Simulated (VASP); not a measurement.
Here is a VASP 6.6.1 calculation.

Contents of INCAR:

```
PREC     = Accurate       # precision mode
ENCUT    = 520            # plane-wave cutoff, eV
EDIFF    = 1E-6           # SCF threshold, eV
ISMEAR   = -1             # smearing method
SIGMA    = 0.1            # smearing width, eV
LREAL    = F              # projectors in reciprocal space
LASPH    = T              # aspherical terms in the spheres
NELM     = 80             # most SCF steps
ALGO     = Normal         # electronic algorithm
ISIF     = 2              # what is computed and relaxed
LWAVE    = F              # write WAVECAR
LCHARG   = F              # write CHGCAR
GGA      = PS             # functional
NBANDS   = 13             # bands
```

File KPOINTS:

```
Automatic mesh
0
Gamma
  15 15 15
```

Contents of POSCAR:

```
W
1.0
    0.0000000000      2.0766590875      2.0766590875
    2.0766590875      0.0000000000      2.0766590875
    2.0766590875      2.0766590875      0.0000000000
W
1
Direct
    0.0000000000      0.0000000000      0.0000000000
```

Potentials or basis: VASP PAW PBE potentials, release 64 (W_sv).

Run with:

```sh
$ cat potpaw_PBE.64/W_sv/POTCAR > POTCAR
$ mpirun -np 1 vasp_std > vasp.out
```

**Question.** Predict the pressure.

**Answer.** -26.9 GPa.

**Question.** Estimate the band gap on the k mesh.

**Answer.** Zero (band 7 reaches 11.59 eV, above the bottom of band 8 at 8.70 eV).

Caveat: the PAW data sets were made with another functional, which shifts forces and pressure a little; spin-orbit coupling is left out, which moves the levels of the heavy elements.
